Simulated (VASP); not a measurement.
# ZnS (R3m) in VASP: a series of runs

Runs on ZnS. Level: PBE. Tasks: single point.

Program: VASP 6.6.1. These are calculated values, not measurements. Logs are shortened: lines on timing, memory, paths and dates and some standing lists are left out, and cuts for length are marked.

**1. The cell of the first run**

The structure is trigonal, space group R3m (No. 160). The conventional cell has a = 3.825 Å, b = 3.825 Å, c = 9.369 Å, α = 90.00°, β = 90.00°, γ = 120.00°. Zn (site symmetry 3m) has 4 S at 2.23 to 2.84 Å within 2.9 Å. S (site symmetry 3m) has 4 Zn at 2.23 to 2.84 Å within 2.9 Å.

**2. Single point, PBE**

Contents of INCAR:

```
ALGO = Normal
EDIFF = 1E-6
ENCUT = 520
GGA = PE
ISIF = 2
ISMEAR = 0
LASPH = T
LCHARG = F
LREAL = F
LWAVE = F
NBANDS = 16
NELM = 100
PREC = Accurate
SIGMA = 0.05
```

Contents of KPOINTS:

```
k-points
0
Gamma
  10 10 10
```

Contents of POSCAR:

```
ZnS
1.0
    0.0000000000      2.7046500000      2.7046500000
    2.7046500000      0.0000000000      2.7046500000
    2.7046500000      2.7046500000      0.0000000000
Zn S
1 1
Direct
    0.0533664494      0.0533664494      0.0533664494
    0.7500000000      0.7500000000      0.7500000000
```

Potentials or basis: VASP PAW PBE potentials, release 64 (Zn, S).

On the command line:

```console
$ cat potpaw_PBE.64/Zn/POTCAR potpaw_PBE.64/S/POTCAR > POTCAR
$ mpirun -np 1 vasp_std > vasp.out
```

OUTCAR:

```text
EDIFF = 1E-6
   ENCUT = 520
   GGA = PE
   ISIF = 2
   ISMEAR = 0
   LASPH = T
   LREAL = F
   NELM = 100
   PREC = Accurate

 ion  position               nearest neighbor table
   1  0.053  0.053  0.053-   2 2.23   2 2.23   2 2.23   2 2.84
   2  0.750  0.750  0.750-   1 2.23   1 2.23   1 2.23   1 2.84

  LATTYP: Found a face centered cubic cell.
 ALAT       =     5.4093000000

  Lattice vectors:

 A1 = (   0.0000000000,   2.7046500000,   2.7046500000)
 A2 = (   2.7046500000,   0.0000000000,   2.7046500000)
 A3 = (   2.7046500000,   2.7046500000,   0.0000000000)

Analysis of symmetry for initial positions (statically):
=====================================================================
 Subroutine PRICEL returns:
 Original cell was already a primitive cell.

 Routine SETGRP: Setting up the symmetry group for a
 face centered cubic supercell.

 Subroutine GETGRP returns: Found  6 space group operations
 (whereof  6 operations were pure point group operations)
 out of a pool of 48 trial point group operations.

The static configuration has the point symmetry C_3v.

Analysis of symmetry for dynamics (positions and initial velocities):
=====================================================================
 Subroutine PRICEL returns:
 Original cell was already a primitive cell.

 Routine SETGRP: Setting up the symmetry group for a
 face centered cubic supercell.

 Subroutine GETGRP returns: Found  6 space group operations
 (whereof  6 operations were pure point group operations)
 out of a pool of 48 trial point group operations.

The dynamic configuration has the point symmetry C_3v.

 Subroutine INISYM returns: Found  6 space group operations
 (whereof  6 operations are pure point group operations),
 and found     1 'primitive' translations

----------------------------------------------------------------------------------------

                                     Primitive cell

  volume of cell :      39.5697

  direct lattice vectors                    reciprocal lattice vectors
     0.000000000  2.704650000  2.704650000    -0.184866803  0.184866803  0.184866803
     2.704650000  0.000000000  2.704650000     0.184866803 -0.184866803  0.184866803
     2.704650000  2.704650000  0.000000000     0.184866803  0.184866803 -0.184866803

  length of vectors
     3.824952711  3.824952711  3.824952711     0.320198696  0.320198696  0.320198696

  position of ions in fractional coordinates (direct lattice)
     0.053366449  0.053366449  0.053366449
     0.750000000  0.750000000  0.750000000

  ion indices of the primitive-cell ions
   primitive index   ion index
                 1           1
                 2           2

----------------------------------------------------------------------------------------

 KPOINTS: k-points

Automatic generation of k-mesh.
 Grid dimensions read from file:
 generate k-points for:   10   10   10

 Generating k-lattice:

  Cartesian coordinates                     Fractional coordinates (reciprocal lattice)
    -0.018486680  0.018486680  0.018486680     0.100000000  0.000000000  0.000000000
     0.018486680 -0.018486680  0.018486680     0.000000000  0.100000000  0.000000000
     0.018486680  0.018486680 -0.018486680     0.000000000  0.000000000  0.100000000

  Length of vectors
     0.032019870  0.032019870  0.032019870

  Shift w.r.t. Gamma in fractional coordinates (k-lattice)
     0.000000000  0.000000000  0.000000000

 Subroutine IBZKPT returns following result:
 ===========================================

 Found    116 irreducible k-points:

 Following reciprocal coordinates:
            Coordinates               Weight
  0.000000  0.000000  0.000000      1.000000
  0.100000  0.000000  0.000000      6.000000
  0.100000  0.100000  0.100000      2.000000
  0.200000  0.000000  0.000000      6.000000
  0.200000  0.200000  0.200000      2.000000
  0.300000  0.000000  0.000000      6.000000
[... 16 lines left out ...]
  0.100000  0.100000 -0.400000      6.000000
  0.500000  0.400000  0.500000      6.000000
 [... further k-points ...]
   k-points           NKPTS =    116   k-points in BZ     NKDIM =    116   number of bands    NBANDS=     16
   number of dos      NEDOS =    301   number of ions     NIONS =      2
   total plane-waves  NPLWV =  21952
   dimension x,y,z NGX =    28 NGY =   28 NGZ =   28
   dimension x,y,z NGXF=    56 NGYF=   56 NGZF=   56
   ions per type =               1   1
   NGX,Y,Z   is equivalent  to a cutoff of  12.17, 12.17, 12.17 a.u.
   NGXF,Y,Z  is equivalent  to a cutoff of  24.34, 24.34, 24.34 a.u.
 SYSTEM =  unknown system
   PREC   = accura    normal or accurate (medium, high low for compatibility)
   ISTART =      0    job   : 0-new  1-cont  2-samecut
   ICHARG =      2    charge: 1-file 2-atom 10-const
   ISPIN  =      1    spin polarized calculation?
   LNONCOLLINEAR =      F non collinear calculations
   LSORBIT =      F    spin-orbit coupling
   LASPH  =      T    aspherical Exc in radial PAW
   ENCUT  =  520.0 eV  38.22 Ry    6.18 a.u.   7.11  7.11  7.11*2*pi/ulx,y,z
   NELM   =    100;   NELMIN=  2; NELMDL= -5     # of ELM steps
   EDIFF  = 0.1E-05   stopping-criterion for ELM
   LREAL  =      F    real-space projection
   EDIFFG = 0.1E-04   stopping-criterion for IOM
   NSW    =      0    number of steps for IOM
   IBRION =     -1    ionic relax: 0-MD 1-quasi-New 2-CG
   NFREE  =      0    steps in history (QN), initial steepest desc. (CG)
   ISIF   =      2    stress and relaxation
   ISYM   =      2    0-nonsym 1-usesym 2-fastsym
   POTIM  = 0.5000    time-step for ionic-motion
   TEBEG  =    0.0;   TEEND  =   0.0 temperature during run
   PSTRESS=    0.0 pullay stress
   NELECT =      18.0000    total number of electrons
   NUPDOWN=      -1.0000    fix difference up-down
   EMIN   =  10.00;   EMAX   =-10.00  energy-range for DOS
   EFERMI =   0.00;   METHOD = LEGACY
   ISMEAR =     0;   SIGMA  =   0.05  broadening in eV -4-tet -1-fermi 0-gaus
   EFERMI_NEDOS =   21; number of points for ismear=-14 and -15
   IALGO  =     38    algorithm
   IMIX   =      4    mixing-type and parameters
     AMIX     =   0.40;   BMIX     =  1.00
     AMIX_MAG =   1.60;   BMIX_MAG =  1.00
  volume/ion in A,a.u.               =      19.78       133.51
  Fermi-wavevector in a.u.,A,eV,Ry     =   1.259055  2.379268 21.568210  1.585219
[... 30 lines left out ...]
 Fermi energy:         2.3079112764

 k-point     1 :       0.0000    0.0000    0.0000
  band No.  band energies     occupation
      1     -11.1467      2.00000
      2      -4.6448      2.00000
      3      -4.6448      2.00000
      4      -4.0924      2.00000
      5      -3.9797      2.00000
      6      -3.9797      2.00000
[... 8 lines left out ...]
     15      13.6729      0.00000
     16      13.6729      0.00000

 k-point     2 :       0.1000    0.0000    0.0000
  band No.  band energies     occupation
      1     -11.0679      2.00000
      2      -4.6493      2.00000
      3      -4.6152      2.00000
      4      -4.0899      2.00000
      5      -3.9837      2.00000
      6      -3.9804      2.00000
[... 8 lines left out ...]
     15      13.2287      0.00000
     16      14.1042      0.00000

 k-point     3 :       0.1000    0.1000    0.1000
  band No.  band energies     occupation
      1     -11.0829      2.00000
      2      -4.6441      2.00000
      3      -4.6441      2.00000
      4      -4.0853      2.00000
      5      -3.9765      2.00000
      6      -3.9765      2.00000
[... 8 lines left out ...]
     15      13.4382      0.00000
     16      13.9787      0.00000

 k-point     4 :       0.2000    0.0000    0.0000
  band No.  band energies     occupation
      1     -10.8497      2.00000
      2      -4.6485      2.00000
      3      -4.5349      2.00000
      4      -4.0949      2.00000
      5      -3.9937      2.00000
      6      -3.9684      2.00000
[... 8 lines left out ...]
     15      12.6910      0.00000
     16      14.2441      0.00000

 k-point     5 :       0.2000    0.2000    0.2000
  band No.  band energies     occupation
      1     -10.9085      2.00000
      2      -4.6431      2.00000
      3      -4.6431      2.00000
      4      -4.0518      2.00000
      5      -3.9667      2.00000
      6      -3.9667      2.00000
[... 8 lines left out ...]
     15      13.3207      0.00000
     16      14.2774      0.00000

 k-point     6 :       0.3000    0.0000    0.0000
  band No.  band energies     occupation
      1     -10.5511      2.00000
      2      -4.6045      2.00000
      3      -4.4302      2.00000
      4      -4.1124      2.00000
      5      -4.0041      2.00000
      6      -3.9335      2.00000
[... 8 lines left out ...]
     15      13.2456      0.00000
     16      13.9393      0.00000

 k-point     7 :       0.3000    0.3000    0.3000
  band No.  band energies     occupation
      1     -10.6762      2.00000
      2      -4.6440      2.00000
      3      -4.6440      2.00000
      4      -3.9616      2.00000
      5      -3.9519      2.00000
      6      -3.9519      2.00000
[... 8 lines left out ...]
     15      13.8414      0.00000
     16      13.8414      0.00000

 k-point     8 :       0.4000    0.0000    0.0000
  band No.  band energies     occupation
      1     -10.2794      2.00000
      2      -4.4880      2.00000
      3      -4.3417      2.00000
      4      -4.1093      2.00000
      5      -4.0089      2.00000
      6      -3.8868      2.00000
[... 8 lines left out ...]
     15      13.6140      0.00000
     16      14.8889      0.00000

 k-point     9 :       0.4000    0.4000    0.4000
  band No.  band energies     occupation
      1     -10.4722      2.00000
      2      -4.6465      2.00000
      3      -4.6465      2.00000
      4      -3.9377      2.00000
      5      -3.9377      2.00000
      6      -3.7963      2.00000
[... 8 lines left out ...]
     15      14.8817      0.00000
     16      14.8817      0.00000
[... 172 lines left out ...]
 k-point    19 :       0.4000    0.1000    0.0000
  band No.  band energies     occupation
      1     -10.3228      2.00000
      2      -4.5471      2.00000
      3      -4.3544      2.00000
      4      -4.1308      2.00000
      5      -4.0043      2.00000
      6      -3.8723      2.00000
[... 8 lines left out ...]
     15      14.3999      0.00000
     16      15.1648      0.00000

 k-point    20 :       0.1000    0.1000   -0.3000
  band No.  band energies     occupation
      1     -10.3064      2.00000
      2      -4.4941      2.00000
      3      -4.3419      2.00000
      4      -4.0935      2.00000
      5      -3.9948      2.00000
      6      -3.9497      2.00000
[... 8 lines left out ...]
     15      14.0345      0.00000
     16      14.5922      0.00000

 k-point    21 :       0.4000    0.3000    0.4000
  band No.  band energies     occupation
      1     -10.4760      2.00000
      2      -4.6449      2.00000
      3      -4.6174      2.00000
      4      -4.0094      2.00000
      5      -3.9327      2.00000
      6      -3.8155      2.00000
[... 8 lines left out ...]
     15      14.5793      0.00000
     16      15.3198      0.00000

 k-point    22 :       0.5000    0.1000    0.0000
  band No.  band energies     occupation
      1     -10.1467      2.00000
      2      -4.4287      2.00000
      3      -4.2869      2.00000
      4      -4.1067      2.00000
      5      -4.0062      2.00000
      6      -3.7950      2.00000
[... 8 lines left out ...]
     15      14.6593      0.00000
     16      15.6037      0.00000

 k-point    23 :       0.1000    0.1000   -0.4000
  band No.  band energies     occupation
      1     -10.1460      2.00000
      2      -4.4084      2.00000
      3      -4.3042      2.00000
      4      -4.0684      2.00000
      5      -4.0021      2.00000
      6      -3.8434      2.00000
[... 8 lines left out ...]
     15      14.6546      0.00000
     16      15.7828      0.00000

 k-point    24 :       0.5000    0.4000    0.5000
  band No.  band energies     occupation
      1     -10.3494      2.00000
      2      -4.6474      2.00000
      3      -4.6174      2.00000
      4      -3.9783      2.00000
      5      -3.9314      2.00000
      6      -3.6794      2.00000
[... 8 lines left out ...]
     15      15.5472      0.00000
     16      15.6657      0.00000

 [... further k-points ...]
[... 5 lines left out ...]
  --------------------------------------------------------------------------------------
  -------------------------------------------------------------------------------------
  Total        1.2668172      1.2668172      1.2668172     -0.5890815     -0.5890815     -0.5890815
  in kB       51.2933804     51.2933804     51.2933804    -23.8518886    -23.8518886    -23.8518886
  external PRESSURE =      51.2933804 kB  Pullay stress =       0.0000000 kB

 VOLUME and BASIS-vectors are now :
 -----------------------------------------------------------------------------
  energy-cutoff  :      520.00
  volume of cell :       39.57
      direct lattice vectors                 reciprocal lattice vectors
     0.000000000  2.704650000  2.704650000    -0.184866803  0.184866803  0.184866803
     2.704650000  0.000000000  2.704650000     0.184866803 -0.184866803  0.184866803
     2.704650000  2.704650000  0.000000000     0.184866803  0.184866803 -0.184866803

 POSITION                                       TOTAL-FORCE (eV/Angst)
 -----------------------------------------------------------------------------------
      0.28868      0.28868      0.28868        -0.442476     -0.442476     -0.442476
      4.05697      4.05697      4.05697         0.442476      0.442476      0.442476
 -----------------------------------------------------------------------------------
    total drift:                                0.000046      0.000046      0.000046

  FREE ENERGIE OF THE ION-ELECTRON SYSTEM (eV)
  ---------------------------------------------------
  free  energy   TOTEN  =        -6.5198945328 eV

  energy  without entropy=       -6.5198945328  energy(sigma->0) =       -6.51989453
```

Run time: 37 s. Hardware: 1 thread of Intel Xeon 6975P-C (Granite Rapids), shared host; peak memory 0.2 GiB.

What came out:

```yaml
Free_energy: -6.5199 eV
Pressure: 5.1 GPa
Largest_force: 0.766 eV/Å
Band_gap_on_the_k_mesh: 2.17 eV, direct
```

Forces in eV/Å, atoms in the order of the input:
```
Zn  -0.442 -0.442 -0.442
S    0.442  0.442  0.442
```

Levels at points of the mesh, in eV from the valence-band top:
```csv
k point,band 5,band 6,band 7,band 8,band 9,band 10,band 11,band 12,band 13,band 14
"(0.00, 0.00, 0.00)",-6.03,-6.03,-0.21,-0.21,0.00,2.17,6.61,6.61,7.42,10.94
"(0.50, 0.00, 0.00)",-6.06,-5.88,-5.25,-1.57,-0.24,3.66,6.17,8.45,8.89,11.69
"(0.50, 0.50, 0.50)",-5.98,-5.72,-4.24,-0.66,-0.66,2.78,6.35,6.35,8.27,12.11
"(0.50, 0.50, 0.00)",-5.97,-5.84,-4.55,-2.39,-1.60,3.01,4.07,10.80,12.26,12.42
```

Caveat: the cell differs from its parent crystal (all Zn atoms moved -0.500 Å, as atom 1 towards its neighbour atom 2 (S) at 2.342 Å). A k mesh can miss the band edges.

**3. Single point, PBE**

Contents of INCAR:

```
PREC = Accurate
ENCUT = 520
EDIFF = 1E-7
ISMEAR = 0
SIGMA = 0.05
LREAL = False
LASPH = True
NELM = 100
ALGO = Normal
ISIF = 2
LWAVE = False
LCHARG = False
GGA = PE
NBANDS = 16
```

Contents of KPOINTS:

```
regular mesh
0
Gamma
  10 10 10
```

Changes to POSCAR since step 2:

```diff
@@ -8,3 +8,3 @@
 Direct
-    0.0533664494      0.0533664494      0.0533664494
+   -0.0400248370     -0.0400248370     -0.0400248370
     0.7500000000      0.7500000000      0.7500000000
```

Potentials or basis: VASP PAW PBE potentials, release 64 (Zn, S).

On the command line:

```console
$ cat potpaw_PBE.64/Zn/POTCAR potpaw_PBE.64/S/POTCAR > POTCAR
$ mpirun -np 1 vasp_std > vasp.out
```

It took 38 s on 1 thread of Intel Xeon 6975P-C (Granite Rapids), shared host; peak memory 0.2 GiB.

It converged, with:

```
Free energy            : -6.1126 eV
Pressure               : 9.4 GPa
Largest force          : 5.169 eV/Å
Band gap on the k mesh : 1.98 eV, direct
```

Forces on the atoms (eV/Å):
```
Zn   2.984  2.984  2.984
S   -2.984 -2.984 -2.984
```

Stress tensor (GPa, compression positive):
```
 9.37 11.49 11.49
11.49  9.37 11.49
11.49 11.49  9.37
```

Levels at points of the mesh, in eV from the valence-band top:
| k point | band 7 | band 8 | band 9 | band 10 | band 11 | band 12 |
| --- | --- | --- | --- | --- | --- | --- |
| (0.00, 0.00, 0.00) | -0.76 | 0.00 | 0.00 | 1.98 | 6.13 | 6.13 |
| (0.50, 0.00, 0.00) | -5.04 | -1.45 | -0.41 | 2.90 | 5.66 | 7.70 |
| (0.50, 0.50, 0.50) | -5.82 | -1.22 | -1.22 | 3.75 | 7.22 | 7.22 |
| (0.50, 0.50, 0.00) | -4.69 | -2.36 | -2.17 | 2.80 | 4.10 | 10.48 |

Caveat: the cell differs from its parent crystal (all Zn atoms moved +0.375 Å, as atom 1 towards its neighbour atom 2 (S) at 2.342 Å); forces of over 1 eV/Å act on the atoms, so gaps and moduli don't describe the material at rest.

**4. Single point, PBE**

Contents of INCAR:

```
SYSTEM = ZnS
PREC = Accurate
ENCUT = 520
EDIFF = 1E-6
ISMEAR = 0
SIGMA = 0.05
LREAL = .False.
LASPH = .True.
NELM = 80
ALGO = Normal
ISIF = 2
LWAVE = .False.
LCHARG = .True.
GGA = PE
LELF = .True.
LVHAR = .True.
NBANDS = 16
```

Contents of KPOINTS:

```
regular mesh
0
Gamma
  10 10 10
  0 0 0
```

Changes to POSCAR since step 3:

```diff
@@ -8,3 +8,3 @@
 Direct
-   -0.0400248370     -0.0400248370     -0.0400248370
+    0.0266832247      0.0266832247      0.0266832247
     0.7500000000      0.7500000000      0.7500000000
```

On the command line:

```console
$ cat potpaw_PBE.64/Zn/POTCAR potpaw_PBE.64/S/POTCAR > POTCAR
$ mpirun -np 1 vasp_std > vasp.out
```

Wall time 31 s (1 thread of Intel Xeon 6975P-C (Granite Rapids), shared host); peak memory 0.2 GiB.

It converged, with:

| Item | Value |
| --- | --- |
| Free energy | -6.7258 eV |
| Pressure | 3.0 GPa |
| Largest force | 0.791 eV/Å |
| Band gap on the k mesh | 2.04 eV, direct |

Forces in eV/Å, atoms in the order of the input:
```
Zn  -0.457 -0.457 -0.457
S    0.457  0.457  0.457
```

Stress tensor (GPa, compression positive):
```
 2.95 -1.96 -1.96
-1.96  2.95 -1.96
-1.96 -1.96  2.95
```

Levels at points of the mesh, in eV from the valence-band top:
| k point | band 6 | band 7 | band 8 | band 9 | band 10 | band 11 | band 12 | band 13 |
| --- | --- | --- | --- | --- | --- | --- | --- | --- |
| (0.00, 0.00, 0.00) | -6.01 | -0.22 | -0.22 | 0.00 | 2.04 | 6.38 | 6.38 | 6.50 |
| (0.50, 0.00, 0.00) | -5.82 | -5.45 | -1.37 | -0.60 | 3.35 | 6.34 | 7.64 | 8.81 |
| (0.50, 0.50, 0.50) | -5.76 | -4.77 | -0.85 | -0.85 | 2.87 | 6.52 | 6.52 | 8.48 |
| (0.50, 0.50, 0.00) | -5.80 | -4.64 | -2.39 | -2.10 | 3.17 | 4.01 | 10.80 | 11.87 |

Caveat: the cell differs from its parent crystal (all Zn atoms moved -0.250 Å, as atom 1 towards its neighbour atom 2 (S) at 2.342 Å).

**5. Single point, PBE**

Contents of INCAR:

```
PREC = Accurate
ENCUT = 520
EDIFF = 1E-6
ISMEAR = 0
SIGMA = 0.05
LREAL = F
LASPH = T
NELM = 100
ALGO = Normal
ISIF = 2
LWAVE = F
LCHARG = T
GGA = PE
LELF = T
LVHAR = T
NBANDS = 16
```

Contents of KPOINTS:

```
regular mesh
0
Gamma
  10 10 10
```

Changes to POSCAR since step 4:

```diff
@@ -8,3 +8,3 @@
 Direct
-    0.0266832247      0.0266832247      0.0266832247
+   -0.0533664494     -0.0533664494     -0.0533664494
     0.7500000000      0.7500000000      0.7500000000
```

On the command line:

```console
$ cat potpaw_PBE.64/Zn/POTCAR potpaw_PBE.64/S/POTCAR > POTCAR
$ mpirun -np 1 vasp_std > vasp.out
```

Run time: 35 s. Hardware: 1 thread of Intel Xeon 6975P-C (Granite Rapids), shared host; peak memory 0.2 GiB.

Results (log left out):

- Free energy: -5.2226 eV
- Pressure: 18.1 GPa
- Largest force: 9.420 eV/Å
- Band gap on the k mesh: 1.95 eV, direct

Forces on the atoms (eV/Å):
```
Zn   5.439  5.439  5.439
S   -5.439 -5.439 -5.439
```

Stress tensor (GPa, compression positive):
```
18.11 20.60 20.60
20.60 18.11 20.60
20.60 20.60 18.11
```

Levels at points of the mesh, in eV from the valence-band top:
```
           k point  band 5  band 6  band 7  band 8  band 9  band 10  band 11  band 12  band 13  band 14
(0.00, 0.00, 0.00)   -6.62   -6.62   -0.98    0.00    0.00     1.95     6.08     6.08     7.42    11.16
(0.50, 0.00, 0.00)   -6.54   -6.45   -4.95   -1.54   -0.29     2.75     5.35     7.90     8.40    11.28
(0.50, 0.50, 0.50)   -6.68   -6.68   -5.92   -1.30   -1.30     3.93     7.31     7.31     8.81    11.45
(0.50, 0.50, 0.00)   -6.54   -6.50   -4.71   -2.39   -2.05     2.51     4.17    10.22    11.47    12.85
```

Caveat: the cell differs from its parent crystal (all Zn atoms moved +0.500 Å, as atom 1 towards its neighbour atom 2 (S) at 2.342 Å); forces of over 1 eV/Å act on the atoms, so gaps and moduli don't describe the material at rest.
